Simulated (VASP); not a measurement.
# Ge (Fd-3m) in VASP: notebook

Runs on Ge. Level: r2SCAN. Tasks: single point.

Program: VASP 6.6.1. These are calculated values, not measurements. Logs are shortened: lines on timing, memory, paths and dates and some standing lists are left out, and cuts for length are marked.

**The experiment to reproduce.**

“Electronic and optical properties of SixGe1-x-ySny alloys lattice-matched to Ge”, 2021, arxiv:2109.02782 reports, for a bulk crystal of Ge at 293 K: band gap 0.666 eV (indirect).

How close the calculation comes is told below.

## Step 1: The cell of the first run

Symmetry: Fd-3m, No. 227, cubic system. The conventional cell has a = 5.695 Å, b = 5.695 Å, c = 5.695 Å, α = 90.00°, β = 90.00°, γ = 90.00°. Within 3.3 Å of Ge (site symmetry -43m) lie 4 Ge at 2.47 Å.

## Step 2: Single point, r2SCAN

File POSCAR:

```
Ge
1.0
    0.0000000000      2.8476450493      2.8476450493
    2.8476450493      0.0000000000      2.8476450493
    2.8476450493      2.8476450493      0.0000000000
Ge
2
Direct
    0.7500000000      0.7500000000      0.7500000000
    0.5000000000      0.5000000000      0.5000000000
```

File INCAR.step1:

```
ALGO = Normal
EDIFF = 1E-4
ENCUT = 520
GGA = PE
ISMEAR = -1
LASPH = True
LCHARG = False
LREAL = False
LWAVE = True
NBANDS = 21
NELM = 60
PREC = Accurate
SIGMA = 0.05
```

File INCAR.step2:

```
ALGO = Normal
EDIFF = 1E-6
ENCUT = 520
ISIF = 2
ISMEAR = -1
ISTART = 1
LASPH = True
LCHARG = False
LMIXTAU = True
LREAL = False
LWAVE = False
METAGGA = R2SCAN
NBANDS = 21
NELM = 60
PREC = Accurate
SIGMA = 0.05
```

File KPOINTS:

```
k-points
0
Gamma
  8 8 8
```

Potentials or basis: VASP PAW PBE potentials, release 64 (Ge_d).

The run is started by

```
$ cat potpaw_PBE.64/Ge_d/POTCAR > POTCAR
$ cp INCAR.step1 INCAR
$ mpirun -np 1 vasp_std > vasp.out
$ cp INCAR.step2 INCAR
$ mpirun -np 1 vasp_std > vasp.out
```

OUTCAR:

```text
EDIFF = 1E-6
   ENCUT = 520
   ISIF = 2
   ISMEAR = -1
   ISTART = 1
   LASPH = True
   LREAL = False
   METAGGA = R2SCAN
   NELM = 60
   PREC = Accurate

 ion  position               nearest neighbor table
   1  0.750  0.750  0.750-   2 2.47   2 2.47   2 2.47   2 2.47
   2  0.500  0.500  0.500-   1 2.47   1 2.47   1 2.47   1 2.47

  LATTYP: Found a face centered cubic cell.
 ALAT       =     5.6952900986

  Lattice vectors:

 A1 = (   0.0000000000,   2.8476450493,   2.8476450493)
 A2 = (   2.8476450493,   0.0000000000,   2.8476450493)
 A3 = (   2.8476450493,   2.8476450493,   0.0000000000)

Analysis of symmetry for initial positions (statically):
=====================================================================
 Subroutine PRICEL returns:
 Original cell was already a primitive cell.

 Routine SETGRP: Setting up the symmetry group for a
 face centered cubic supercell.

 Subroutine GETGRP returns: Found 48 space group operations
 (whereof 24 operations were pure point group operations)
 out of a pool of 48 trial point group operations.

The static configuration has the point symmetry T_d .
 The point group associated with its full space group is O_h .

Analysis of symmetry for dynamics (positions and initial velocities):
=====================================================================
 Subroutine PRICEL returns:
 Original cell was already a primitive cell.

 Routine SETGRP: Setting up the symmetry group for a
 face centered cubic supercell.

 Subroutine GETGRP returns: Found 48 space group operations
 (whereof 24 operations were pure point group operations)
 out of a pool of 48 trial point group operations.

The dynamic configuration has the point symmetry T_d .
 The point group associated with its full space group is O_h .

 Subroutine INISYM returns: Found 48 space group operations
 (whereof 24 operations are pure point group operations),
 and found     1 'primitive' translations

----------------------------------------------------------------------------------------

                                     Primitive cell

  volume of cell :      46.1836

  direct lattice vectors                    reciprocal lattice vectors
     0.000000000  2.847645049  2.847645049    -0.175583681  0.175583681  0.175583681
     2.847645049  0.000000000  2.847645049     0.175583681 -0.175583681  0.175583681
     2.847645049  2.847645049  0.000000000     0.175583681  0.175583681 -0.175583681

  length of vectors
     4.027178250  4.027178250  4.027178250     0.304119857  0.304119857  0.304119857

  position of ions in fractional coordinates (direct lattice)
     0.750000000  0.750000000  0.750000000
     0.500000000  0.500000000  0.500000000

  ion indices of the primitive-cell ions
   primitive index   ion index
                 1           1
                 2           2

----------------------------------------------------------------------------------------

 KPOINTS: k-points

Automatic generation of k-mesh.
 Grid dimensions read from file:
 generate k-points for:    8    8    8

 Generating k-lattice:

  Cartesian coordinates                     Fractional coordinates (reciprocal lattice)
    -0.021947960  0.021947960  0.021947960     0.125000000  0.000000000  0.000000000
     0.021947960 -0.021947960  0.021947960     0.000000000  0.125000000  0.000000000
     0.021947960  0.021947960 -0.021947960     0.000000000  0.000000000  0.125000000

  Length of vectors
     0.038014982  0.038014982  0.038014982

  Shift w.r.t. Gamma in fractional coordinates (k-lattice)
     0.000000000  0.000000000  0.000000000

 Subroutine IBZKPT returns following result:
 ===========================================

 Found     29 irreducible k-points:

 Following reciprocal coordinates:
            Coordinates               Weight
  0.000000  0.000000  0.000000      1.000000
  0.125000  0.000000  0.000000      8.000000
  0.250000  0.000000  0.000000      8.000000
  0.375000  0.000000  0.000000      8.000000
  0.500000  0.000000  0.000000      4.000000
  0.125000  0.125000  0.000000      6.000000
[... 16 lines left out ...]
  0.500000  0.250000  0.125000     48.000000
 -0.375000  0.250000  0.125000     24.000000
 [... further k-points ...]
   k-points           NKPTS =     29   k-points in BZ     NKDIM =     29   number of bands    NBANDS=     21
   number of dos      NEDOS =    301   number of ions     NIONS =      2
   total plane-waves  NPLWV =  27000
   dimension x,y,z NGX =    30 NGY =   30 NGZ =   30
   dimension x,y,z NGXF=    60 NGYF=   60 NGZF=   60
   ions per type =               2
   NGX,Y,Z   is equivalent  to a cutoff of  12.38, 12.38, 12.38 a.u.
   NGXF,Y,Z  is equivalent  to a cutoff of  24.77, 24.77, 24.77 a.u.
 SYSTEM =  unknown system
   PREC   = accura    normal or accurate (medium, high low for compatibility)
   ISTART =      1    job   : 0-new  1-cont  2-samecut
   ICHARG =      0    charge: 1-file 2-atom 10-const
   ISPIN  =      1    spin polarized calculation?
   LNONCOLLINEAR =      F non collinear calculations
   LSORBIT =      F    spin-orbit coupling
   LASPH  =      T    aspherical Exc in radial PAW
   ENCUT  =  520.0 eV  38.22 Ry    6.18 a.u.   7.49  7.49  7.49*2*pi/ulx,y,z
   NELM   =     60;   NELMIN=  2; NELMDL=  0     # of ELM steps
   EDIFF  = 0.1E-05   stopping-criterion for ELM
   LREAL  =      F    real-space projection
   EDIFFG = 0.1E-04   stopping-criterion for IOM
   NSW    =      0    number of steps for IOM
   IBRION =     -1    ionic relax: 0-MD 1-quasi-New 2-CG
   NFREE  =      0    steps in history (QN), initial steepest desc. (CG)
   ISIF   =      2    stress and relaxation
   ISYM   =      2    0-nonsym 1-usesym 2-fastsym
   POTIM  = 0.5000    time-step for ionic-motion
   TEBEG  =    0.0;   TEEND  =   0.0 temperature during run
   PSTRESS=    0.0 pullay stress
   NELECT =      28.0000    total number of electrons
   NUPDOWN=      -1.0000    fix difference up-down
   EMIN   =  10.00;   EMAX   =-10.00  energy-range for DOS
   EFERMI =   0.00;   METHOD = LEGACY
   ISMEAR =    -1;   SIGMA  =   0.05  broadening in eV -4-tet -1-fermi 0-gaus
   EFERMI_NEDOS =   21; number of points for ismear=-14 and -15
   IALGO  =     38    algorithm
   IMIX   =      4    mixing-type and parameters
     AMIX     =   0.40;   BMIX     =  1.00
     AMIX_MAG =   1.60;   BMIX_MAG =  1.00
  volume/ion in A,a.u.               =      23.09       155.83
  Fermi-wavevector in a.u.,A,eV,Ry     =   1.385580  2.618367 26.120905  1.919832
  Thomas-Fermi vector in A             =   2.509977
   LORBIT       =      0    0 simple, 1 ext, 2 COOP (PROOUT), +10 PAW based schemes
   METAGGA = R2SCAN    functional components
   LHFCALC =     F    Hartree Fock is set to
   AEXX    =    0.0000 exact exchange contribution
   IVDW    =     0    specifies the selected vdW correction
   LEPSILON=     F    determine dielectric tensor
   LRPA    =     F    only Hartree local field effects (RPA)
 non-spin polarized calculation
  energy-cutoff  :      520.00
  volume of cell :       46.18
 maximum number of plane-waves:      1265
 NGX is ok and might be reduce to    30
   NGX = 15   NGY = 15   NGZ = 15

 number of electron      28.0000006 magnetization

 Free energy of the ion-electron system (eV)
  ---------------------------------------------------
  ext. energy  EPLUGINS =         0.00000000
  ---------------------------------------------------
  free energy    TOTEN  =       -27.73499957 eV

  energy without entropy =      -27.73472565  energy(sigma->0) =      -27.73486261

 E-fermi :   4.7426     XC(G=0): -10.7152

 val. band max:        4.6098516727   @ k =   0.0000   0.0000   0.0000
 cond. band min:       4.8239661569   @ k =   0.0000   0.0000   0.0000
 fundamental gap:      0.2141144842
 Fermi energy:         4.7425970850

 k-point     1 :       0.0000    0.0000    0.0000
  band No.  band energies     occupation
      1     -20.8573      2.00000
      2     -20.8573      2.00000
      3     -20.8572      2.00000
      4     -20.8195      2.00000
      5     -20.8195      2.00000
      6     -20.6126      2.00000
[... 13 lines left out ...]
     20      14.4943      0.00000
     21      14.4943      0.00000

 k-point     2 :       0.1250    0.0000    0.0000
  band No.  band energies     occupation
      1     -20.8652      2.00000
      2     -20.8652      2.00000
      3     -20.8548      2.00000
      4     -20.8083      2.00000
      5     -20.8083      2.00000
      6     -20.6227      2.00000
[... 13 lines left out ...]
     20      13.6346      0.00000
     21      13.6346      0.00000

 k-point     3 :       0.2500    0.0000    0.0000
  band No.  band energies     occupation
      1     -20.8752      2.00000
      2     -20.8752      2.00000
      3     -20.8487      2.00000
      4     -20.7911      2.00000
      5     -20.7911      2.00000
      6     -20.6352      2.00000
[... 13 lines left out ...]
     20      13.3876      0.00000
     21      13.3876      0.00000

 k-point     4 :       0.3750    0.0000    0.0000
  band No.  band energies     occupation
      1     -20.8802      2.00000
      2     -20.8802      2.00000
      3     -20.8425      2.00000
      4     -20.7806      2.00000
      5     -20.7806      2.00000
      6     -20.6415      2.00000
[... 13 lines left out ...]
     20      14.5922      0.00000
     21      14.5923      0.00000

 k-point     5 :       0.5000    0.0000    0.0000
  band No.  band energies     occupation
      1     -20.8815      2.00000
      2     -20.8814      2.00000
      3     -20.8399      2.00000
      4     -20.7777      2.00000
      5     -20.7777      2.00000
      6     -20.6427      2.00000
[... 13 lines left out ...]
     20      16.2541      0.00000
     21      16.3834      0.00000
[... 382 lines left out ...]
     20      16.7476      0.00000
     21      18.0107      0.00000

 k-point    22 :       0.3750    0.2500    0.1250
  band No.  band energies     occupation
      1     -20.8856      2.00000
      2     -20.8831      2.00000
      3     -20.8405      2.00000
      4     -20.7833      2.00000
      5     -20.7551      2.00000
      6     -20.6871      2.00000
[... 13 lines left out ...]
     20      15.2995      0.00000
     21      15.5057      0.00000

 k-point    23 :       0.5000    0.2500    0.1250
  band No.  band energies     occupation
      1     -20.8974      2.00000
      2     -20.8895      2.00000
      3     -20.8190      2.00000
      4     -20.7684      2.00000
      5     -20.7423      2.00000
      6     -20.6955      2.00000
[... 13 lines left out ...]
     20      14.7618      0.00000
     21      16.7267      0.00000

 k-point    24 :      -0.3750    0.2500    0.1250
  band No.  band energies     occupation
      1     -20.9025      2.00000
      2     -20.8909      2.00000
      3     -20.8092      2.00000
      4     -20.7575      2.00000
      5     -20.7438      2.00000
      6     -20.6906      2.00000
[... 13 lines left out ...]
     20      16.1678      0.00000
     21      16.6297      0.00000

 [... further k-points ...]

------------------------ aborting loop because EDIFF is reached ----------------------------------------

  FORCE on cell =-STRESS in cart. coord.  units (eV):
  Direction    XX          YY          ZZ          XY          YZ          ZX
  --------------------------------------------------------------------------------------
  -------------------------------------------------------------------------------------
  Total       -0.2109780     -0.2109780     -0.2109780      0.0000000      0.0000000     -0.0000000
  in kB       -7.3191414     -7.3191414     -7.3191414      0.0000000      0.0000000     -0.0000000
  external PRESSURE =      -7.3191414 kB  Pullay stress =       0.0000000 kB

 VOLUME and BASIS-vectors are now :
 -----------------------------------------------------------------------------
  energy-cutoff  :      520.00
  volume of cell :       46.18
      direct lattice vectors                 reciprocal lattice vectors
     0.000000000  2.847645049  2.847645049    -0.175583681  0.175583681  0.175583681
     2.847645049  0.000000000  2.847645049     0.175583681 -0.175583681  0.175583681
     2.847645049  2.847645049  0.000000000     0.175583681  0.175583681 -0.175583681

 POSITION                                       TOTAL-FORCE (eV/Angst)
 -----------------------------------------------------------------------------------
      4.27147      4.27147      4.27147         0.000000      0.000000      0.000000
      2.84765      2.84765      2.84765        -0.000000     -0.000000     -0.000000
 -----------------------------------------------------------------------------------
    total drift:                                0.000000     -0.000000     -0.000000

  FREE ENERGIE OF THE ION-ELECTRON SYSTEM (eV)
  ---------------------------------------------------
  free  energy   TOTEN  =       -27.7349995666 eV

  energy  without entropy=      -27.7347256543  energy(sigma->0) =      -27.73486261
```

Run time: 2.3 min. Hardware: 1 thread of Intel Xeon Platinum 8488C (Sapphire Rapids), shared host; peak memory 0.18 GiB.

What came out:

- Free energy: -27.7350 eV
- Pressure: -0.7 GPa
- Band gap on the k mesh: 0.21 eV, direct

Caveat: the PAW data sets were made with another functional, which shifts forces and pressure a little.

[end of part 1 of 2]
